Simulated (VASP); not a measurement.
# Al (Cmcm) in VASP: relaxation of cell and atoms with PBE

Aim: the relaxation of cell and atoms of Al with PBE.

Everything below comes from runs of VASP 6.6.1. Logs are shortened: lines on timing, memory, paths and dates and some standing lists are left out, and cuts for length are marked.

### Step 1. The cell of the first run

It takes space group Cmcm (No. 63, orthorhombic). Conventional cell: a = 2.849 Å, b = 5.028 Å, c = 4.643 Å, α = 90.00°, β = 90.00°, γ = 90.00°. Al (site symmetry m2m) has 12 Al at 2.85 to 2.89 Å within 3.8 Å.

### Step 2. Relaxation of cell and atoms, PBE

INCAR reads:

```
ALGO = Fast
EDIFF = 1E-6
EDIFFG = -0.01
ENCUT = 600
GGA = PE
IBRION = 2
ISIF = 3
ISMEAR = 0
LASPH = True
LCHARG = False
LREAL = False
LWAVE = False
NELM = 60
NSW = 100
PREC = Accurate
SIGMA = 0.1
```

KPOINTS reads:

```
k-points
0
Gamma
  22 22 12
```

POSCAR reads:

```
Al
1.0
    1.4246274620     -2.5141256269      0.0000000000
    1.4246274620      2.5141256269      0.0000000000
    0.0000000000      0.0000000000      4.6434962426
Al
2
Direct
    0.3333496911      0.6666503089      0.7500000000
    0.6666503089      0.3333496911      0.2500000000
```

Potentials or basis: VASP PAW PBE potentials, release 64 (Al).

Command:

```sh
> cat potpaw_PBE.64/Al/POTCAR > POTCAR
> mpirun -np 1 vasp_std > vasp.out
```

OUTCAR:

```text
EDIFF = 1E-6
   EDIFFG = -0.01
   ENCUT = 600
   GGA = PE
   IBRION = 2
   ISIF = 3
   ISMEAR = 0
   LASPH = True
   LREAL = False
   NELM = 60
   NSW = 100
   PREC = Accurate

 ion  position               nearest neighbor table
   1  0.333  0.667  0.750-   2 2.85   2 2.85   2 2.85   2 2.85   2 2.86   2 2.86
   2  0.667  0.333  0.250-   1 2.85   1 2.85   1 2.85   1 2.85   1 2.86   1 2.86

  LATTYP: Found a base centered orthorhombic cell.
 ALAT       =     2.8492549240
 B/A-ratio  =     1.7647600471
 C/A-ratio  =     1.6297229860

  Lattice vectors:

 A1 = (   1.4246274620,  -2.5141256269,   0.0000000000)
 A2 = (   1.4246274620,   2.5141256269,   0.0000000000)
 A3 = (   0.0000000000,   0.0000000000,   4.6434962426)

Analysis of symmetry for initial positions (statically):
=====================================================================
 Subroutine PRICEL returns:
 Original cell was already a primitive cell.

 Routine SETGRP: Setting up the symmetry group for a
 base centered orthorhombic supercell.

 Subroutine GETGRP returns: Found  8 space group operations
 (whereof  4 operations were pure point group operations)
 out of a pool of  8 trial point group operations.

The static configuration has the point symmetry C_2h.
 The point group associated with its full space group is D_2h.

Analysis of symmetry for dynamics (positions and initial velocities):
=====================================================================
 Subroutine PRICEL returns:
 Original cell was already a primitive cell.

 Routine SETGRP: Setting up the symmetry group for a
 base centered orthorhombic supercell.

 Subroutine GETGRP returns: Found  8 space group operations
 (whereof  4 operations were pure point group operations)
 out of a pool of  8 trial point group operations.

The dynamic configuration has the point symmetry C_2h.
 The point group associated with its full space group is D_2h.

 Subroutine INISYM returns: Found  8 space group operations
 (whereof  4 operations are pure point group operations),
 and found     1 'primitive' translations

----------------------------------------------------------------------------------------

                                     Primitive cell

  volume of cell :      33.2632

  direct lattice vectors                    reciprocal lattice vectors
     1.424627462 -2.514125627  0.000000000     0.350968947 -0.198876299  0.000000000
     1.424627462  2.514125627  0.000000000     0.350968947  0.198876299  0.000000000
     0.000000000  0.000000000  4.643496243     0.000000000  0.000000000  0.215354971

  length of vectors
     2.889704323  2.889704323  4.643496243     0.403399286  0.403399286  0.215354971

  position of ions in fractional coordinates (direct lattice)
     0.333349691  0.666650309  0.750000000
     0.666650309  0.333349691  0.250000000

  ion indices of the primitive-cell ions
   primitive index   ion index
                 1           1
                 2           2

----------------------------------------------------------------------------------------

 KPOINTS: k-points

Automatic generation of k-mesh.
 Grid dimensions read from file:
 generate k-points for:   22   22   12

 Generating k-lattice:

  Cartesian coordinates                     Fractional coordinates (reciprocal lattice)
     0.015953134 -0.009039832  0.000000000     0.045454545  0.000000000  0.000000000
     0.015953134  0.009039832  0.000000000     0.000000000  0.045454545  0.000000000
     0.000000000  0.000000000  0.017946248     0.000000000  0.000000000  0.083333333

  Length of vectors
     0.018336331  0.018336331  0.017946248

  Shift w.r.t. Gamma in fractional coordinates (k-lattice)
     0.000000000  0.000000000  0.000000000

 Subroutine IBZKPT returns following result:
 ===========================================

 Found    931 irreducible k-points:

 Following reciprocal coordinates:
            Coordinates               Weight
  0.000000  0.000000  0.000000      1.000000
  0.045455  0.000000  0.000000      4.000000
  0.090909  0.000000  0.000000      4.000000
  0.136364  0.000000  0.000000      4.000000
  0.181818  0.000000  0.000000      4.000000
  0.227273  0.000000  0.000000      4.000000
[... 16 lines left out ...]
  0.500000  0.045455  0.000000      4.000000
 -0.454545  0.045455  0.000000      4.000000
 [... further k-points ...]
   k-points           NKPTS =    931   k-points in BZ     NKDIM =    931   number of bands    NBANDS=      7
   number of dos      NEDOS =    301   number of ions     NIONS =      2
   total plane-waves  NPLWV =  23040
   dimension x,y,z NGX =    24 NGY =   24 NGZ =   40
   dimension x,y,z NGXF=    48 NGYF=   48 NGZF=   80
   ions per type =               2
   NGX,Y,Z   is equivalent  to a cutoff of  13.81, 13.81, 14.32 a.u.
   NGXF,Y,Z  is equivalent  to a cutoff of  27.61, 27.61, 28.64 a.u.
 SYSTEM =  unknown system
   PREC   = accura    normal or accurate (medium, high low for compatibility)
   ISTART =      0    job   : 0-new  1-cont  2-samecut
   ICHARG =      2    charge: 1-file 2-atom 10-const
   ISPIN  =      1    spin polarized calculation?
   LNONCOLLINEAR =      F non collinear calculations
   LSORBIT =      F    spin-orbit coupling
   LASPH  =      T    aspherical Exc in radial PAW
   ENCUT  =  600.0 eV  44.10 Ry    6.64 a.u.   5.77  5.77  9.27*2*pi/ulx,y,z
   NELM   =     60;   NELMIN=  2; NELMDL= -5     # of ELM steps
   EDIFF  = 0.1E-05   stopping-criterion for ELM
   LREAL  =      F    real-space projection
   EDIFFG = -.1E-01   stopping-criterion for IOM
   NSW    =    100    number of steps for IOM
   IBRION =      2    ionic relax: 0-MD 1-quasi-New 2-CG
   NFREE  =      1    steps in history (QN), initial steepest desc. (CG)
   ISIF   =      3    stress and relaxation
   ISYM   =      2    0-nonsym 1-usesym 2-fastsym
   POTIM  = 0.5000    time-step for ionic-motion
   TEBEG  =    0.0;   TEEND  =   0.0 temperature during run
   PSTRESS=    0.0 pullay stress
   NELECT =       6.0000    total number of electrons
   NUPDOWN=      -1.0000    fix difference up-down
   EMIN   =  10.00;   EMAX   =-10.00  energy-range for DOS
   EFERMI =   0.00;   METHOD = LEGACY
   ISMEAR =     0;   SIGMA  =   0.10  broadening in eV -4-tet -1-fermi 0-gaus
   EFERMI_NEDOS =   21; number of points for ismear=-14 and -15
   IALGO  =     68    algorithm
   IMIX   =      4    mixing-type and parameters
     AMIX     =   0.40;   BMIX     =  1.00
     AMIX_MAG =   1.60;   BMIX_MAG =  1.00
  volume/ion in A,a.u.               =      16.63       112.24
  Fermi-wavevector in a.u.,A,eV,Ry     =   0.924991  1.747979 11.641255  0.855608
  Thomas-Fermi vector in A             =   2.050797
   LORBIT       =      0    0 simple, 1 ext, 2 COOP (PROOUT), +10 PAW based schemes
   GGA     = PE    functional components
   LHFCALC =     F    Hartree Fock is set to
   AEXX    =    0.0000 exact exchange contribution
   IVDW    =     0    specifies the selected vdW correction
   LEPSILON=     F    determine dielectric tensor
   LRPA    =     F    only Hartree local field effects (RPA)
 conjugate gradient relaxation of ions
 non-spin polarized calculation
 RMM-DIIS sequential band-by-band and
 Gauss-broadening in eV      SIGMA  =   0.10
  energy-cutoff  :      600.00
  volume of cell :       33.26
 maximum number of plane-waves:      1132
   NGX = 11   NGY = 11   NGZ = 19

--------------------------------------- Ionic step        1  -------------------------------------------

 number of electron       6.0000000 magnetization

 Free energy of the ion-electron system (eV)
  ---------------------------------------------------
  ext. energy  EPLUGINS =         0.00000000
  ---------------------------------------------------
  free energy    TOTEN  =        -7.42610992 eV

  energy without entropy =       -7.42185680  energy(sigma->0) =       -7.42398336

------------------------ aborting loop because EDIFF is reached ----------------------------------------

  FORCE on cell =-STRESS in cart. coord.  units (eV):
  Direction    XX          YY          ZZ          XY          YZ          ZX
  --------------------------------------------------------------------------------------
  -------------------------------------------------------------------------------------
  Total       -0.0868967     -0.1545571      0.2776598      0.0000000      0.0000000      0.0000000
  in kB       -4.1855316     -7.4445089     13.3739673      0.0000000      0.0000000      0.0000000
  external PRESSURE =       0.5813089 kB  Pullay stress =       0.0000000 kB
[... 273 lines left out ...]
  energy  without entropy=       -7.4266770040  energy(sigma->0) =       -7.42858262

--------------------------------------- Ionic step        9  -------------------------------------------

 number of electron       6.0000000 magnetization

 Free energy of the ion-electron system (eV)
  ---------------------------------------------------
  ext. energy  EPLUGINS =         0.00000000
  ---------------------------------------------------
  free energy    TOTEN  =        -7.43050412 eV

  energy without entropy =       -7.42670780  energy(sigma->0) =       -7.42860596

 E-fermi :   7.9057     XC(G=0): -10.1685

 val. band max:        7.9056316957   @ k =   0.3636   0.3636   0.5000
 cond. band min:       7.9139372283   @ k =   0.3636   0.2727   0.5000
 fundamental gap:      0.0083055326
 Fermi energy:         7.9056754913

 k-point     1 :       0.0000    0.0000    0.0000
  band No.  band energies     occupation
      1      -3.1657      2.00000
      2       3.2719      2.00000
      3       3.3402      2.00000
      4      18.6777      0.00000
      5      18.6906      0.00000
      6      19.0516      0.00000
      7      19.0693      0.00000
[... 221 lines left out ...]
 k-point    24 :      -0.4545    0.0455    0.0000
  band No.  band energies     occupation
      1       1.3270      2.00000
      2       4.4673      2.00000
      3       7.4897      2.00000
      4       7.8264      1.73784
      5      10.7078      0.00000
      6      10.8005      0.00000
      7      13.0064      0.00000

 [... further k-points ...]

------------------------ aborting loop because EDIFF is reached ----------------------------------------

  FORCE on cell =-STRESS in cart. coord.  units (eV):
  Direction    XX          YY          ZZ          XY          YZ          ZX
  --------------------------------------------------------------------------------------
  -------------------------------------------------------------------------------------
  Total        0.0044333      0.0147880     -0.0131455      0.0000000      0.0000000      0.0000000
  in kB        0.2134846      0.7121110     -0.6330164      0.0000000      0.0000000      0.0000000
  external PRESSURE =       0.0975264 kB  Pullay stress =       0.0000000 kB
[... 17 lines left out ...]
  FREE ENERGIE OF THE ION-ELECTRON SYSTEM (eV)
  ---------------------------------------------------
  free  energy   TOTEN  =        -7.4305041174 eV

  energy  without entropy=       -7.4267077964  energy(sigma->0) =       -7.42860596

 reached required accuracy - stopping structural energy minimisation
```

Wall time 6.7 min (1 thread of AMD EPYC 9R45 (Zen 5), shared host); peak memory 0.33 GiB.

Results:

* Free energy: -7.4305 eV
* Relaxed volume: 16.64 Å³/atom
* Relaxed cell: a = 2.849 Å, b = 2.849 Å, c = 4.731 Å, α = 90.00°, β = 90.00°, γ = 119.97°
* Space group after relaxing (to 0.1 Å): P6_3/mmc (No. 194)
* Energy gained by relaxing: 2.2 meV/atom
* Ionic steps: 9
* Pressure after relaxing: 0.0 GPa
* Band gap on the k mesh: zero (bands 3 and 4 overlap by 7.23 eV)

Step by step:
```csv
step,energy change (eV),largest force (eV/Å),pressure (GPa),volume (Å³)
1,0.0000,0.0030,0.06,33.26
2,-0.0020,0.0015,-0.03,33.29
3,-0.0036,0.0003,-0.12,33.33
4,-0.0037,0.0002,-0.13,33.34
5,-0.0037,0.0002,-0.13,33.34
6,-0.0041,0.0001,0.05,33.25
7,-0.0042,0.0006,0.21,33.18
8,-0.0044,0.0012,-0.05,33.30
9,-0.0044,0.0011,0.01,33.27
```

Final structure:
```xyz
2
Lattice="1.4252 -2.4671 0.0000 1.4252 2.4671 0.0000 0.0000 0.0000 4.7312" Properties=species:S:1:pos:R:3 pbc="T T T"
Al    1.4252    0.8218    3.5484
Al    1.4252   -0.8218    1.1828
```

Levels at points of the mesh, in eV from the Fermi level:
```
           k point  band 1  band 2  band 3  band 4  band 5  band 6  band 7
(0.00, 0.00, 0.00)  -11.07   -4.63   -4.57   10.77   10.78   11.15   11.16
(0.50, 0.00, 0.00)   -5.22   -5.04    0.61    0.98    1.50    1.63    5.77
(0.50, 0.50, 0.00)   -5.21   -5.04    0.62    0.98    1.50    1.64    5.75
(0.00, 0.00, 0.50)   -9.43   -9.43    3.13    3.13   11.98   11.99   11.99
(0.50, 0.00, 0.50)   -3.87   -3.87   -3.17   -3.17    7.18    7.18    7.56
(0.50, 0.50, 0.50)   -3.86   -3.86   -3.16   -3.16    7.16    7.16    7.56
```
